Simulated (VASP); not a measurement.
# Se in VASP: further runs

The runs below take Se through single point, relaxation of cell and atoms, with PBE.

Program: VASP 6.6.1. These are calculated values, not measurements. Logs are shortened: lines on timing, memory, paths and dates and some standing lists are left out, and cuts for length are marked.

### 1 The cell of the first run

It takes space group P4/mmm (No. 123, tetragonal). The conventional cell has a = 2.841 Å, b = 2.841 Å, c = 2.811 Å, α = 90.00°, β = 90.00°, γ = 90.00°. Se (site symmetry 4/mmm) has 6 Se at 2.81 to 2.84 Å within 3.7 Å.

The cell was generated, and may not be a known phase.

### 2 Single point, PBE

The input, INCAR:

```
SYSTEM = Se
  PREC = Accurate
  ENCUT = 520
  EDIFF = 1E-6
  ISMEAR = 0
  SIGMA = 0.1
  LREAL = .False.
  LASPH = .True.
  NELM = 100
  ALGO = Normal
  ISIF = 2
  LWAVE = .False.
  LCHARG = .False.
  GGA = PE
  NBANDS = 9
```

The input, KPOINTS:

```
regular mesh
0
Gamma
  18 18 20
  0 0 0
```

The input, POSCAR:

```
Se
1.0
    2.8414708522      0.0000000000      0.0000000000
    0.0000000000      2.8414708522      0.0000000000
    0.0000000000      0.0000000000      2.8106533577
Se
1
Direct
    0.0000000000      0.0000000000      0.5000000000
```

Potentials or basis: VASP PAW PBE potentials, release 64 (Se).

The run is started by

```console
cat potpaw_PBE.64/Se/POTCAR > POTCAR
mpirun -np 1 vasp_std > vasp.out
```

OUTCAR:

```text
SYSTEM = Se
   PREC = Accurate
   ENCUT = 520
   EDIFF = 1E-6
   ISMEAR = 0
   LREAL = .False.
   LASPH = .True.
   NELM = 100
   ISIF = 2
   GGA = PE

 ion  position               nearest neighbor table
   1  0.000  0.000  0.500-

  LATTYP: Found a simple tetragonal cell.
 ALAT       =     2.8414708522
 C/A-ratio  =     0.9891543865

  Lattice vectors:

 A1 = (   2.8414708522,   0.0000000000,   0.0000000000)
 A2 = (   0.0000000000,   2.8414708522,   0.0000000000)
 A3 = (   0.0000000000,   0.0000000000,   2.8106533577)

Analysis of symmetry for initial positions (statically):
=====================================================================
 Subroutine PRICEL returns:
 Original cell was already a primitive cell.

 Routine SETGRP: Setting up the symmetry group for a
 simple tetragonal supercell.

 Subroutine GETGRP returns: Found 16 space group operations
 (whereof 16 operations were pure point group operations)
 out of a pool of 16 trial point group operations.

The static configuration has the point symmetry D_4h.

Analysis of symmetry for dynamics (positions and initial velocities):
=====================================================================
 Subroutine PRICEL returns:
 Original cell was already a primitive cell.

 Routine SETGRP: Setting up the symmetry group for a
 simple tetragonal supercell.

 Subroutine GETGRP returns: Found 16 space group operations
 (whereof 16 operations were pure point group operations)
 out of a pool of 16 trial point group operations.

The dynamic configuration has the point symmetry D_4h.

 Subroutine INISYM returns: Found 16 space group operations
 (whereof 16 operations are pure point group operations),
 and found     1 'primitive' translations

----------------------------------------------------------------------------------------

                                     Primitive cell

  volume of cell :      22.6931

  direct lattice vectors                    reciprocal lattice vectors
     2.841470852  0.000000000  0.000000000     0.351930409  0.000000000  0.000000000
     0.000000000  2.841470852  0.000000000     0.000000000  0.351930409  0.000000000
     0.000000000  0.000000000  2.810653358     0.000000000  0.000000000  0.355789161

  length of vectors
     2.841470852  2.841470852  2.810653358     0.351930409  0.351930409  0.355789161

  position of ions in fractional coordinates (direct lattice)
     0.000000000  0.000000000  0.500000000

  ion indices of the primitive-cell ions
   primitive index   ion index
                 1           1

----------------------------------------------------------------------------------------

 KPOINTS: regular mesh

Automatic generation of k-mesh.
 Grid dimensions read from file:
 generate k-points for:   18   18   20

 Generating k-lattice:

  Cartesian coordinates                     Fractional coordinates (reciprocal lattice)
     0.019551689  0.000000000  0.000000000     0.055555556  0.000000000  0.000000000
     0.000000000  0.019551689  0.000000000     0.000000000  0.055555556  0.000000000
     0.000000000  0.000000000  0.017789458     0.000000000  0.000000000  0.050000000

  Length of vectors
     0.019551689  0.019551689  0.017789458

  Shift w.r.t. Gamma in fractional coordinates (k-lattice)
     0.000000000  0.000000000  0.000000000

 Subroutine IBZKPT returns following result:
 ===========================================

 Found    605 irreducible k-points:

 Following reciprocal coordinates:
            Coordinates               Weight
  0.000000  0.000000  0.000000      1.000000
  0.055556  0.000000  0.000000      4.000000
  0.111111  0.000000  0.000000      4.000000
  0.166667  0.000000  0.000000      4.000000
  0.222222  0.000000  0.000000      4.000000
  0.277778  0.000000  0.000000      4.000000
[... 16 lines left out ...]
  0.277778  0.111111  0.000000      8.000000
  0.333333  0.111111  0.000000      8.000000
 [... further k-points ...]
   k-points           NKPTS =    605   k-points in BZ     NKDIM =    605   number of bands    NBANDS=      9
   number of dos      NEDOS =    301   number of ions     NIONS =      1
   total plane-waves  NPLWV =  13824
   dimension x,y,z NGX =    24 NGY =   24 NGZ =   24
   dimension x,y,z NGXF=    48 NGYF=   48 NGZF=   48
   ions per type =               1
   NGX,Y,Z   is equivalent  to a cutoff of  14.04, 14.04, 14.20 a.u.
   NGXF,Y,Z  is equivalent  to a cutoff of  28.08, 28.08, 28.39 a.u.
 SYSTEM =  Se
   PREC   = accura    normal or accurate (medium, high low for compatibility)
   ISTART =      0    job   : 0-new  1-cont  2-samecut
   ICHARG =      2    charge: 1-file 2-atom 10-const
   ISPIN  =      1    spin polarized calculation?
   LNONCOLLINEAR =      F non collinear calculations
   LSORBIT =      F    spin-orbit coupling
   LASPH  =      T    aspherical Exc in radial PAW
   ENCUT  =  520.0 eV  38.22 Ry    6.18 a.u.   5.28  5.28  5.23*2*pi/ulx,y,z
   NELM   =    100;   NELMIN=  2; NELMDL= -5     # of ELM steps
   EDIFF  = 0.1E-05   stopping-criterion for ELM
   LREAL  =      F    real-space projection
   EDIFFG = 0.1E-04   stopping-criterion for IOM
   NSW    =      0    number of steps for IOM
   IBRION =     -1    ionic relax: 0-MD 1-quasi-New 2-CG
   NFREE  =      0    steps in history (QN), initial steepest desc. (CG)
   ISIF   =      2    stress and relaxation
   ISYM   =      2    0-nonsym 1-usesym 2-fastsym
   POTIM  = 0.5000    time-step for ionic-motion
   TEBEG  =    0.0;   TEEND  =   0.0 temperature during run
   PSTRESS=    0.0 pullay stress
   NELECT =       6.0000    total number of electrons
   NUPDOWN=      -1.0000    fix difference up-down
   EMIN   =  10.00;   EMAX   =-10.00  energy-range for DOS
   EFERMI =   0.00;   METHOD = LEGACY
   ISMEAR =     0;   SIGMA  =   0.10  broadening in eV -4-tet -1-fermi 0-gaus
   EFERMI_NEDOS =   21; number of points for ismear=-14 and -15
   IALGO  =     38    algorithm
   IMIX   =      4    mixing-type and parameters
     AMIX     =   0.40;   BMIX     =  1.00
     AMIX_MAG =   1.60;   BMIX_MAG =  1.00
  volume/ion in A,a.u.               =      22.69       153.14
  Fermi-wavevector in a.u.,A,eV,Ry     =   1.050737  1.985605 15.021488  1.104048
  Thomas-Fermi vector in A             =   2.185752
   LORBIT       =      0    0 simple, 1 ext, 2 COOP (PROOUT), +10 PAW based schemes
   GGA     = PE    functional components
   LHFCALC =     F    Hartree Fock is set to
   AEXX    =    0.0000 exact exchange contribution
   IVDW    =     0    specifies the selected vdW correction
   LEPSILON=     F    determine dielectric tensor
   LRPA    =     F    only Hartree local field effects (RPA)
 non-spin polarized calculation
 Gauss-broadening in eV      SIGMA  =   0.10
  energy-cutoff  :      520.00
  volume of cell :       22.69
 maximum number of plane-waves:       632
 NGX is ok and might be reduce to    24

 number of electron       5.9999999 magnetization

 Free energy of the ion-electron system (eV)
  ---------------------------------------------------
  ext. energy  EPLUGINS =         0.00000000
  ---------------------------------------------------
  free energy    TOTEN  =        -3.32742299 eV

  energy without entropy =       -3.32439325  energy(sigma->0) =       -3.32590812

 E-fermi :   4.6570     XC(G=0):  -9.8998

 val. band max:        4.6523628507   @ k =   0.3333   0.2222   0.5000
 cond. band min:       4.6593443332   @ k =   0.3333   0.1667   0.2000
 fundamental gap:      0.0069814826
 Fermi energy:         4.6569632197

 k-point     1 :       0.0000    0.0000    0.0000
  band No.  band energies     occupation
      1     -11.3566      2.00000
      2       5.9354      0.00000
      3       5.9354      0.00000
      4       6.2188      0.00000
      5      12.3237      0.00000
      6      12.3608      0.00000
      7      12.6450      0.00000
      8      26.6023      0.00000
      9      26.8731      0.00000

 k-point     2 :       0.0556    0.0000    0.0000
  band No.  band energies     occupation
      1     -11.3137      2.00000
      2       5.4462      0.00000
      3       5.9692      0.00000
      4       6.2524      0.00000
      5      12.3876      0.00000
      6      12.6862      0.00000
      7      12.9338      0.00000
      8      25.6672      0.00000
      9      25.9568      0.00000

 k-point     3 :       0.1111    0.0000    0.0000
  band No.  band energies     occupation
      1     -11.1864      2.00000
      2       4.3234      2.00000
      3       6.0686      0.00000
      4       6.3512      0.00000
      5      12.5267      0.00000
      6      12.8360      0.00000
      7      14.3231      0.00000
      8      24.2283      0.00000
      9      24.5312      0.00000

 k-point     4 :       0.1667    0.0000    0.0000
  band No.  band energies     occupation
      1     -10.9799      2.00000
      2       2.9998      2.00000
      3       6.2269      0.00000
      4       6.5085      0.00000
      5      12.7522      0.00000
      6      13.0806      0.00000
      7      16.0545      0.00000
      8      22.8132      0.00000
      9      23.1249      0.00000
[... 205 lines left out ...]
 k-point    22 :       0.2222    0.1111    0.0000
  band No.  band energies     occupation
      1     -10.5342      2.00000
      2       1.8355      2.00000
      3       4.8803      0.00159
      4       6.8421      0.00000
      5      13.5525      0.00000
      6      14.8523      0.00000
      7      17.5716      0.00000
      8      19.9789      0.00000
      9      21.9645      0.00000

 k-point    23 :       0.2778    0.1111    0.0000
  band No.  band energies     occupation
      1     -10.2060      2.00000
      2       0.6098      2.00000
      3       5.1492      0.00000
      4       7.0731      0.00000
      5      13.9302      0.00000
      6      15.0552      0.00000
      7      17.6560      0.00000
      8      20.4234      0.00000
      9      20.8432      0.00000

 k-point    24 :       0.3333    0.1111    0.0000
  band No.  band energies     occupation
      1      -9.8537      2.00000
      2      -0.4604      2.00000
      3       5.4276      0.00000
      4       7.3072      0.00000
      5      14.3402      0.00000
      6      15.1369      0.00000
      7      17.2169      0.00000
      8      19.9037      0.00000
      9      20.6367      0.00000

 [... further k-points ...]
[... 5 lines left out ...]
  --------------------------------------------------------------------------------------
  -------------------------------------------------------------------------------------
  Total        0.0007504      0.0007504      0.0072884      0.0000000     -0.0000000     -0.0000000
  in kB        0.0529787      0.0529787      0.5145745      0.0000000     -0.0000000     -0.0000000
  external PRESSURE =       0.2068440 kB  Pullay stress =       0.0000000 kB

 VOLUME and BASIS-vectors are now :
 -----------------------------------------------------------------------------
  energy-cutoff  :      520.00
  volume of cell :       22.69
      direct lattice vectors                 reciprocal lattice vectors
     2.841470852  0.000000000  0.000000000     0.351930409  0.000000000  0.000000000
     0.000000000  2.841470852  0.000000000     0.000000000  0.351930409  0.000000000
     0.000000000  0.000000000  2.810653358     0.000000000  0.000000000  0.355789161

 POSITION                                       TOTAL-FORCE (eV/Angst)
 -----------------------------------------------------------------------------------
      0.00000      0.00000      1.40533         0.000000      0.000000      0.000000
 -----------------------------------------------------------------------------------
    total drift:                               -0.000000      0.000000      0.000000

  FREE ENERGIE OF THE ION-ELECTRON SYSTEM (eV)
  ---------------------------------------------------
  free  energy   TOTEN  =        -3.3274229944 eV

  energy  without entropy=       -3.3243932535  energy(sigma->0) =       -3.32590812
```

Run time: 22 s. Hardware: 1 thread of Intel Xeon 6975P-C (Granite Rapids), shared host; peak memory 0.23 GiB.

What came out:

| Item | Value |
| --- | --- |
| Free energy | -3.3274 eV |
| Pressure | 0.0 GPa |
| Band gap on the k mesh | zero (bands 3 and 4 overlap by 6.01 eV) |

Levels at points of the mesh, in eV from the Fermi level:
```csv
k point,band 1,band 2,band 3,band 4,band 5,band 6
"(0.00, 0.00, 0.00)",-16.01,1.28,1.28,1.56,7.67,7.70
"(0.50, 0.00, 0.00)",-14.01,-6.89,2.65,2.93,9.89,11.53
"(0.50, 0.50, 0.00)",-12.03,-5.01,-5.01,2.96,4.16,13.39
"(0.00, 0.00, 0.50)",-13.88,-6.95,2.74,2.74,9.94,11.49
"(0.50, 0.00, 0.50)",-11.89,-5.08,-4.91,2.98,3.99,13.31
"(0.50, 0.50, 0.50)",-9.86,-3.44,-3.25,-3.25,5.82,5.82
```

### 3 Relaxation of cell and atoms, PBE

This run uses another cell than the first one: it holds 4 atoms, not 1.

The input, INCAR:

```
PREC = Accurate ; ENCUT = 600
EDIFF = 1E-7 ; ISMEAR = 0
SIGMA = 0.2 ; LREAL = F
LASPH = T ; NELM = 60
ALGO = Normal ; ISIF = 3
LWAVE = F ; LCHARG = F
GGA = PE ; IBRION = 2
NSW = 80 ; EDIFFG = -0.025
```

The input, KPOINTS:

```
regular mesh
0
Gamma
  8 4 4
```

The input, POSCAR:

```
Se
1.0
    0.0202596039      2.7846233086      0.0603876642
   -0.0082200396      0.1194654459      5.6849883175
    5.5727788012      0.0405192078     -0.0083101685
Se
4
Direct
   -0.0157111704      0.2488925688     -0.0042546275
    0.0190360495      0.7521943334      0.0060330074
    0.9969362079      0.2460596105      0.4926835541
    0.9997389131      0.7528534873      0.5055380660
```

Potentials or basis: VASP PAW PBE potentials, release 64 (Se).

The run is started by

```console
cat potpaw_PBE.64/Se/POTCAR > POTCAR
mpirun -np 1 vasp_std > vasp.out
```

It took 6.4 min on 1 thread of Intel Xeon 6975P-C (Granite Rapids), shared host; peak memory 0.28 GiB.

Results (log left out):

```
Free energy                           : -13.3755 eV
Relaxed volume                        : 22.95 Å³/atom
Relaxed cell                          : a = 2.729 Å, b = 5.900 Å, c = 5.702 Å, α = 89.97°, β = 90.15°, γ = 90.33°
Space group after relaxing (to 0.1 Å) : P4/mmm (No. 123)
Energy gained by relaxing             : 16.5 meV/atom
Ionic steps                           : 18
Pressure after relaxing               : 0.0 GPa
Largest force after relaxing          : 0.023 eV/Å
```

Forces in eV/Å, atoms in the order of the input:
```
Se  -0.005 -0.017 -0.013
Se   0.003  0.018  0.013
Se  -0.001  0.014 -0.005
Se   0.003 -0.015  0.005
```

Stress tensor (GPa, compression positive):
```
-0.09  0.04 -0.01
 0.04 -0.07  0.09
-0.01  0.09  0.10
```

Step by step:
```
step  energy change (eV)  largest force (eV/Å)  pressure (GPa)  volume (Å³)
   1              0.0000                0.1939            2.59        88.18
   2             -0.0238                0.1376           -1.17        92.81
   3             -0.0280                0.1435           -0.19        91.47
   4             -0.0335                0.1254           -0.15        91.46
   5             -0.0467                0.0737            0.00        91.41
   6             -0.0395                0.2235            0.68        91.24
   7             -0.0507                0.1038            0.21        91.35
   8             -0.0536                0.0727           -0.28        92.11
   9             -0.0538                0.0662           -0.43        92.36
  10             -0.0561                0.0576           -0.40        92.37
  11             -0.0600                0.0702           -0.29        92.39
  12             -0.0601                0.0591           -0.33        92.39
  13             -0.0602                0.0637           -0.31        92.39
  14             -0.0624                0.0568           -0.12        92.09
  15             -0.0643                0.0447            0.26        91.56
  16             -0.0656                0.0346            0.07        91.73
  17             -0.0658                0.0294           -0.03        91.82
  18             -0.0660                0.0228           -0.02        91.81
```

Final structure:
```cif
data_structure
_symmetry_space_group_name_H-M 'P 1'
_symmetry_Int_Tables_number 1
_cell_length_a 2.7291
_cell_length_b 5.8998
_cell_length_c 5.7023
_cell_angle_alpha 89.974
_cell_angle_beta 90.154
_cell_angle_gamma 90.327
_cell_volume 91.81
loop_
_atom_site_label
_atom_site_type_symbol
_atom_site_fract_x
_atom_site_fract_y
_atom_site_fract_z
_atom_site_occupancy
Se1 Se 0.00167 0.25044 0.00038 1
Se2 Se 0.99801 0.74948 0.99969 1
Se3 Se 0.99891 0.25034 0.50026 1
Se4 Se 0.00141 0.74974 0.49967 1
```

Levels at points of the mesh, in eV from the Fermi level:
| k point | band 10 | band 11 | band 12 | band 13 | band 14 | band 15 |
| --- | --- | --- | --- | --- | --- | --- |
| (0.00, 0.00, 0.00) | 1.23 | 1.83 | 2.33 | 2.42 | 2.98 | 3.48 |
| (0.50, 0.00, 0.00) | -3.98 | -3.20 | -2.63 | 2.22 | 2.97 | 3.07 |
| (0.00, 0.50, 0.00) | -2.00 | 1.72 | 1.73 | 2.90 | 2.91 | 4.16 |
| (0.50, 0.50, 0.00) | -3.95 | -1.60 | -1.57 | -0.01 | 0.02 | 3.41 |
| (0.00, 0.00, 0.50) | -2.12 | 1.05 | 1.06 | 3.01 | 3.01 | 4.02 |
| (0.50, 0.00, 0.50) | -3.59 | -1.39 | -1.39 | -0.10 | -0.10 | 2.78 |
| (0.00, 0.50, 0.50) | -2.96 | -2.95 | -2.94 | 3.47 | 3.47 | 3.48 |
| (0.50, 0.50, 0.50) | -0.98 | -0.95 | -0.95 | -0.76 | -0.76 | -0.74 |

Caveat: the highest band is partly filled, so the run has too few bands.
